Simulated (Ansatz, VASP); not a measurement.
**KCl in VASP and in Ansatz**

File POSCAR:

```
KCl
1.0
    3.7764751200     -0.0112863111     -0.0112863111
   -0.0112863111      3.7764751200     -0.0112863111
   -0.0112863111     -0.0112863111      3.7764751200
K Cl
1 1
Direct
    0.0000000000      0.0000000000      0.0000000000
    0.5000000000      0.5000000000      0.5000000000
```

File INCAR.step1:

```
SYSTEM = KCl
ALGO = Normal ; EDIFF = 1E-5
ENCUT = 520 ; GGA = PE
ISIF = 2 ; ISMEAR = 0
LASPH = .True. ; LCHARG = .False.
LREAL = .False. ; LWAVE = .True.
NBANDS = 15 ; NELM = 100
PREC = Accurate ; SIGMA = 0.01
```

INCAR.step2

```
SYSTEM = KCl
ALGO = Normal ; EDIFF = 1E-6
ENCUT = 520 ; GGA = PE
HFSCREEN = 0.2079 ; ISIF = 2
ISMEAR = 0 ; ISTART = 1
LASPH = .True. ; LCHARG = .False.
LHFCALC = .True. ; LREAL = .False.
LWAVE = .False. ; NBANDS = 15
NELM = 100 ; PREC = Accurate
PRECFOCK = Normal ; SIGMA = 0.01
```

The input KPOINTS:

```
k-points
0
Gamma
  6 6 6
  0 0 0
```

Input for Ansatz:

```yaml
crystal:
  lattice:
    - [3.77647512, -0.0112863111, -0.0112863111]
    - [-0.0112863111, 3.77647512, -0.0112863111]
    - [-0.0112863111, -0.0112863111, 3.77647512]
  atoms:
    - { symbol: K, position: [0.0, 0.0, 0.0] }
    - { symbol: Cl, position: [0.5, 0.5, 0.5] }
kpoints:
  mp_grid: { grid: [6, 6, 6] }
  band_path:
    path:
      - [0.0, 0.0, 0.0]
      - [0.0, 0.5, 0.0]
      - [0.5, 0.5, 0.0]
      - [0.5, 0.5, 0.5]
      - [0.0, 0.5, 0.5]
    npoints: 1
hamiltonian:
  xc: hse06
scf:
  occupations: { method: fixed }
  n_extra_bands: 4
output:
  forces: true
  stress: true
  eigenvalues: true
```

Change from the starting cell: epitaxial_111 strain +0.4%.

Alike in both runs: task single point; functional HSE06; k mesh 6 × 6 × 6; no spin polarisation.

|  | VASP | Ansatz |
| --- | --- | --- |
| version | VASP 6.6.1 | Ansatz 0.2.0 |
| potentials or method | VASP PAW PBE potentials, release 64 (K_sv, Cl) | plane waves, PAW |
| plane-wave cutoff (eV) | 520 | 420 |
| occupations | gaussian, width 0.01 eV | fixed |
| valence electrons in the cell | 16 | 16 |

|  | VASP | Ansatz | Ansatz less VASP |
| --- | --- | --- | --- |
| gap on the k mesh at the Fermi level (eV) | 6.34 | 6.35 | +0.002 |
| pressure (GPa) | 0.6 | 0.5 | -0.03 |

Ansatz's warnings: stress exchange threshold loose, stress scf threshold loose.
